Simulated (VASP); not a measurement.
Write the native input for VASP 6.6.1 that does the following.

* Task: relaxation of shape and atoms at fixed volume
* Functional: PBE
* Potentials or basis: VASP PAW PBE potentials, release 64 (Pb_d, S)
* Cutoff: 600 eV
* k mesh: 8 × 8 × 6
* Occupations: gaussian, width 0.02 eV
* Spin: no spin polarisation
* Dipole correction: no
* Further INCAR settings: ALGO = Normal; EDIFF = 1e-06; IBRION = 2; EDIFFG = -0.01; NSW = 50; ISIF = 4

The structure of PbS lies in POSCAR:

```
PbS
1.0
    4.2901160841      0.0000000000      0.0000000000
    0.0000000000      4.2901160841      0.0000000000
    0.0000000000      0.0000000000      6.0685996716
Pb S
2 2
Direct
    0.5000000000      0.0000000000      0.7488913845
    0.0000000000      0.5000000000      0.2511086155
    0.5000000000      0.0000000000      0.2514106328
    0.0000000000      0.5000000000      0.7485893672
```

The input as run:

INCAR

```
SYSTEM = PbS
PREC     = Accurate       ! precision mode
ENCUT    = 600            ! plane-wave cutoff, eV
EDIFF    = 1E-6           ! SCF threshold, eV
ISMEAR   = 0              ! smearing method
SIGMA    = 0.02           ! smearing width, eV
LREAL    = .FALSE.        ! projectors in reciprocal space
LASPH    = .TRUE.         ! aspherical terms in the spheres
NELM     = 100            ! most SCF steps
ALGO     = Normal         ! electronic algorithm
ISIF     = 4              ! what is computed and relaxed
LWAVE    = .FALSE.        ! write WAVECAR
LCHARG   = .FALSE.        ! write CHGCAR
GGA      = PE             ! functional
IBRION   = 2              ! ionic algorithm
NSW      = 50             ! ionic steps
EDIFFG   = -0.01          ! ionic threshold
```

KPOINTS

```
Automatic mesh
0
G
  8 8 6
  0 0 0
```

Potentials or basis: VASP PAW PBE potentials, release 64 (Pb_d, S).

Launch:

```sh
$ cat potpaw_PBE.64/Pb_d/POTCAR potpaw_PBE.64/S/POTCAR > POTCAR
$ mpirun -np 1 vasp_std > vasp.out
```

Results of the run:

```
Pressure after relaxing : -1.5 GPa
Band gap on the k mesh  : 0.59 eV
```

Caveat: spin-orbit coupling is left out, which moves the levels of the heavy elements.

It took 61 s on 1 thread of Intel(R) Xeon(R) 6975P-C (Granite Rapids), on a shared host, peak memory 0.34 GiB.
